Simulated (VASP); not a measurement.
TiO:

```
Ti O
1.0
     2.85161    0.00000    0.00000
    -1.42580    2.46956    0.00000
     0.00000    0.00000    5.56750
Ti O
2 2
Direct
  0.33333 0.66667 0.25000
  0.66667 0.33333 0.75000
  0.00000 0.00000 0.00000
  0.00000 0.00000 0.50000
```

Program: VASP 6.6.1. Alike in all runs: task single point; level PBEsol; potentials or basis VASP PAW PBE potentials, release 64 (Ti_sv, O); no spin polarisation; cell as given; cutoff (eV) 520; smearing gaussian 0.1 eV. Hardware: 1 thread of AMD EPYC 7R13 Processor (Zen 3), on a shared host.

Q: Order these runs on this cell by their wall time, lowest first.
A. k mesh 6 × 6 × 2
B. k mesh 3 × 3 × 1
C. k mesh 12 × 12 × 4

A: B (6.3 s), A (15 s), C (57 s).

Caveats: some runs use coarse meshes.
